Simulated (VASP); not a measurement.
# Bi in VASP: settings compared, part 2 of 2

VASP 6.6.1. Earlier steps stand in the parts before.

### 4 Single point, b88 exchange, pbe correlation, non-collinear spin, zero start, spin-orbit coupling (atoms moved at random)

Contents of INCAR:

```
SYSTEM = Bi
PREC     = Accurate       ! precision mode
ENCUT    = 500            ! plane-wave cutoff, eV
EDIFF    = 1E-6           ! SCF threshold, eV
ISMEAR   = -1             ! smearing method
SIGMA    = 0.1            ! smearing width, eV
LREAL    = .False.        ! projectors in reciprocal space
LASPH    = .True.         ! aspherical terms in the spheres
NELM     = 200            ! most SCF steps
ALGO     = Normal         ! electronic algorithm
ISIF     = 2              ! what is computed and relaxed
LWAVE    = .False.        ! write WAVECAR
LCHARG   = .True.         ! write CHGCAR
MAGMOM   = 0 0 0 0 0 0    ! initial moments
LORBIT   = 11             ! projections on sites
LSORBIT  = .True.         ! spin-orbit coupling
GGA_COMPAT= .False.      
LORBMOM  = .True.       
GGA      = LIBXC          ! functional
LIBXC1   = GGA_X_B88    
LIBXC2   = GGA_C_PBE    
LVHAR    = .True.       
NBANDS   = 42             ! bands
KPAR     = 4
```

Contents of KPOINTS:

```
regular mesh
0
Gamma
  7 7 7
  0 0 0
```

Contents of POSCAR:

```
Bi
1.0
    2.2675000000      1.3091417354      3.9380000000
   -2.2675000000      1.3091417354      3.9380000000
    0.0000000000     -2.6182834708      3.9380000000
Bi
2
Direct
    0.7624692874      0.7682630508      0.7576496270
    0.2343527126      0.2402809492      0.2293683730
```

Potentials or basis: VASP PAW PBE potentials, release 64 (Bi_d).

On the command line:

```
$ cat potpaw_PBE.64/Bi_d/POTCAR > POTCAR
$ mpirun -np 4 vasp_ncl > vasp.out
```

OUTCAR:

```text
SYSTEM = Bi
   PREC = Accurate
   ENCUT = 500
   EDIFF = 1E-6
   ISMEAR = -1
   LREAL = .False.
   LASPH = .True.
   NELM = 200
   ISIF = 2
   LORBIT = 11
   LSORBIT = .True.
   GGA = LIBXC

 ion  position               nearest neighbor table
   1  0.762  0.768  0.758-   2 3.09   2 3.09   2 3.09   2 3.49   2 3.49   2 3.49
   2  0.234  0.240  0.229-   1 3.09   1 3.09   1 3.09   1 3.49   1 3.49   1 3.49

  LATTYP: Found a trigonal (rhomboedric) cell.
 ALAT       =     4.7289800521
 COS(alpha) =     0.5401781303

  Lattice vectors:

 A1 = (   2.2675000000,   1.3091417354,   3.9380000000)
 A2 = (  -2.2675000000,   1.3091417354,   3.9380000000)
 A3 = (   0.0000000000,  -2.6182834708,   3.9380000000)

Analysis of symmetry for initial positions (statically):
=====================================================================
 Subroutine PRICEL returns:
 Original cell was already a primitive cell.

 Routine SETGRP: Setting up the symmetry group for a
 trigonal (rhombohedral) supercell.

 Subroutine GETGRP returns: Found  2 space group operations
 (whereof  1 operations were pure point group operations)
 out of a pool of 12 trial point group operations.

The static configuration has the point symmetry C_1 .
 The point group associated with its full space group is S_2 .
[... 1346 lines left out ...]
     0.0000000     0.0000000     0.0000000     0.0000000     0.0000000     0.0000000     0.0000000
     0.0000000     0.0000000     0.0000000     0.0000000     0.0000000     0.0000000     0.0000000
     0.0000000     0.0000000     0.0000000     0.0000000     0.0000000     0.0000000     0.0000000
     0.0000000     0.0000000     0.0000000     0.0000000     0.0000000     0.0000000     0.0000000

 Ion:    2  E_soc:     -1.6980899
 l=   1
     0.0000000    -0.2173341    -0.2178047
    -0.2173341     0.0000000    -0.2173345
    -0.2178047    -0.2173345     0.0000000
 l=   2
     0.0000000    -0.0130728     0.0000000    -0.0130727    -0.0524772
    -0.0130728     0.0000000    -0.0393867    -0.0130305    -0.0130727
     0.0000000    -0.0393867     0.0000000    -0.0393865     0.0000000
    -0.0130727    -0.0130305    -0.0393865     0.0000000    -0.0130727
    -0.0524772    -0.0130727     0.0000000    -0.0130727     0.0000000
 l=   3
     0.0000000     0.0000000     0.0000000     0.0000000     0.0000000     0.0000000     0.0000000
     0.0000000     0.0000000     0.0000000     0.0000000     0.0000000     0.0000000     0.0000000
     0.0000000     0.0000000     0.0000000     0.0000000     0.0000000     0.0000000     0.0000000
     0.0000000     0.0000000     0.0000000     0.0000000     0.0000000     0.0000000     0.0000000
     0.0000000     0.0000000     0.0000000     0.0000000     0.0000000     0.0000000     0.0000000
     0.0000000     0.0000000     0.0000000     0.0000000     0.0000000     0.0000000     0.0000000
     0.0000000     0.0000000     0.0000000     0.0000000     0.0000000     0.0000000     0.0000000

 total charge

# of ion       s       p       d       tot
------------------------------------------
    1        1.523   1.365   9.914  12.802
    2        1.523   1.365   9.914  12.802
--------------------------------------------------
tot          3.047   2.730  19.828  25.605

 magnetization (x)

# of ion       s       p       d       tot
------------------------------------------
    1        0.000   0.000  -0.000   0.000
    2        0.000   0.000  -0.000   0.000
--------------------------------------------------
tot          0.000   0.000  -0.000   0.000

 magnetization (y)

# of ion       s       p       d       tot
------------------------------------------
    1       -0.000   0.000  -0.000  -0.000
    2       -0.000   0.000  -0.000  -0.000
--------------------------------------------------
tot         -0.000   0.000  -0.000  -0.000

 magnetization (z)

# of ion       s       p       d       tot
------------------------------------------
    1       -0.000   0.000  -0.000  -0.000
    2       -0.000   0.000  -0.000  -0.000
--------------------------------------------------
tot         -0.000   0.000  -0.000  -0.000
```

Wall time 2.7 min (4 MPI ranks of Intel Xeon 6975P-C (Granite Rapids), shared host); peak memory 0.8 GiB.

Results:

```yaml
Free_energy: -9.1712 eV
Pressure: 2.4 GPa
Largest_force: 0.011 eV/Å
Net_moment: 0.00 μB per cell
Valence_electrons_inside_the_program's_atomic_spheres: Bi 12.80
```

Forces on the atoms (eV/Å):
```
Bi   0.000  0.001 -0.011
Bi   0.000 -0.001  0.011
```

Moments on the atoms (μB; x, y, z):
```
Bi  0.00 0.00 0.00
Bi  0.00 0.00 0.00
```

Caveat: the cell differs from its parent crystal (atoms moved at random); the PAW data sets were made with another functional, which shifts forces and pressure a little.

### 5 Single point, PBE (atoms moved at random)

Contents of INCAR:

```
ALGO = Normal
EDIFF = 1E-6
ENCUT = 520
GGA = PE
ISIF = 2
ISMEAR = -1
LASPH = T
LCHARG = F
LREAL = F
LWAVE = F
NBANDS = 22
NELM = 80
PREC = Accurate
SIGMA = 0.05
```

Contents of KPOINTS:

```
k-points
0
Gamma
  7 7 7
```

Contents of POSCAR:

```
Bi
1.0
    2.2675000000      1.3091417354      3.9380000000
   -2.2675000000      1.3091417354      3.9380000000
    0.0000000000     -2.6182834708      3.9380000000
Bi
2
Direct
    0.7724340000      0.7862450000      0.7540610000
    0.2322200000      0.2385820000      0.2322520000
```

Potentials or basis: VASP PAW PBE potentials, release 64 (Bi_d).

On the command line:

```
$ cat potpaw_PBE.64/Bi_d/POTCAR > POTCAR
$ mpirun -np 1 vasp_std > vasp.out
```

OUTCAR:

```text
EDIFF = 1E-6
   ENCUT = 520
   GGA = PE
   ISIF = 2
   ISMEAR = -1
   LASPH = T
   LREAL = F
   NELM = 80
   PREC = Accurate

 ion  position               nearest neighbor table
   1  0.772  0.786  0.754-   2 2.99   2 3.05   2 3.07   2 3.52   2 3.54   2 3.60
   2  0.232  0.239  0.232-   1 2.99   1 3.05   1 3.07   1 3.52   1 3.54   1 3.60

  LATTYP: Found a trigonal (rhomboedric) cell.
 ALAT       =     4.7289800521
 COS(alpha) =     0.5401781303

  Lattice vectors:

 A1 = (   2.2675000000,   1.3091417354,   3.9380000000)
 A2 = (  -2.2675000000,   1.3091417354,   3.9380000000)
 A3 = (   0.0000000000,  -2.6182834708,   3.9380000000)

Analysis of symmetry for initial positions (statically):
=====================================================================
 Subroutine PRICEL returns:
 Original cell was already a primitive cell.

 Routine SETGRP: Setting up the symmetry group for a
 trigonal (rhombohedral) supercell.

 Subroutine GETGRP returns: Found  2 space group operations
[... 161 lines left out ...]
  ---------------------------------------------------
  free energy    TOTEN  =        -7.75091864 eV

  energy without entropy =       -7.74966129  energy(sigma->0) =       -7.75028996

 E-fermi :   6.2949     XC(G=0):  -9.5364

 val. band max:        6.1501049469   @ k =   0.2857   0.2857   0.4286
 cond. band min:       6.3870783758   @ k =   0.0000   0.0000   0.4286
 fundamental gap:      0.2369734289
 Fermi energy:         6.2949226335

 k-point     1 :       0.0000    0.0000    0.0000
  band No.  band energies     occupation
      1     -16.5880      2.00000
      2     -16.5606      2.00000
      3     -16.4181      2.00000
      4     -16.4170      2.00000
      5     -16.3906      2.00000
      6     -16.2241      2.00000
[... 589 lines left out ...]
     21      15.3319      0.00000
     22      15.6695      0.00000

 [... further k-points ...]

------------------------ aborting loop because EDIFF is reached ----------------------------------------

  FORCE on cell =-STRESS in cart. coord.  units (eV):
  Direction    XX          YY          ZZ          XY          YZ          ZX
  --------------------------------------------------------------------------------------
  -------------------------------------------------------------------------------------
  Total        0.9639549      1.4335501      1.1497742      0.0562583      0.3969671     -0.1012272
  in kB       22.0194462     32.7463213     26.2640817      1.2850969      9.0678463     -2.3123139
  external PRESSURE =      27.0099497 kB  Pullay stress =       0.0000000 kB

 VOLUME and BASIS-vectors are now :
 -----------------------------------------------------------------------------
  energy-cutoff  :      520.00
  volume of cell :       70.14
      direct lattice vectors                 reciprocal lattice vectors
     2.267500000  1.309141735  3.938000000     0.220507166  0.127309872  0.084645336
    -2.267500000  1.309141735  3.938000000    -0.220507166  0.127309872  0.084645336
     0.000000000 -2.618283471  3.938000000     0.000000000 -0.254619744  0.084645336

 POSITION                                       TOTAL-FORCE (eV/Angst)
 -----------------------------------------------------------------------------------
     -0.03132      0.06619      9.10757         0.047195     -0.195688     -0.485175
     -0.01443      0.00824      2.76863        -0.047195      0.195688      0.485175
 -----------------------------------------------------------------------------------
    total drift:                               -0.000027     -0.000009     -0.000023

  FREE ENERGIE OF THE ION-ELECTRON SYSTEM (eV)
  ---------------------------------------------------
  free  energy   TOTEN  =        -7.7509186362 eV

  energy  without entropy=       -7.7496612901  energy(sigma->0) =       -7.75028996
```

It took 2.9 min on 1 thread of AMD EPYC 7R13 (Zen 3), shared host; peak memory 0.31 GiB.

Results:

```
Free energy   : -7.7509 eV
Pressure      : 2.7 GPa
Largest force : 0.525 eV/Å
```

Forces in eV/Å, atoms in the order of the input:
```
Bi   0.047 -0.196 -0.485
Bi  -0.047  0.196  0.485
```

Stress tensor (GPa, compression positive):
```
 2.20  0.13 -0.23
 0.13  3.27  0.91
-0.23  0.91  2.63
```

Caveat: the cell differs from its parent crystal (atoms moved at random); spin-orbit coupling is left out, which moves the levels of the heavy elements.

### 6 Overview

```csv
level,potentials or basis,spin,cell,cutoff (eV),smearing,pressure (GPa),largest force (eV/Å)
LDA,"VASP PAW LDA potentials, release 64 (Bi_d)",off,"as given, atomic positions A",520,fermi-dirac 0.05 eV,-1.5,0.07
r2SCAN+rVV10,"VASP PAW PBE potentials, release 64 (Bi_d)",off,"as given, atomic positions A",520,fermi-dirac 0.01 eV,0.4,0.05
"b88 exchange, pbe correlation","VASP PAW PBE potentials, release 64 (Bi_d)","non-collinear, zero start, SOC","as given, atomic positions B",500,fermi-dirac 0.1 eV,2.4,0.01
PBE,"VASP PAW PBE potentials, release 64 (Bi_d)",off,"as given, atomic positions C",520,fermi-dirac 0.05 eV,2.7,0.53
```

Alike in all rows: task single point; k mesh 7 × 7 × 7.

Caveats: spin-orbit coupling is left out, which moves the levels of the heavy elements (at least some runs); the PAW data sets were made with another functional, which shifts forces and pressure a little (at least some runs).

Absolute energies hang on the potentials; compare differences alone.
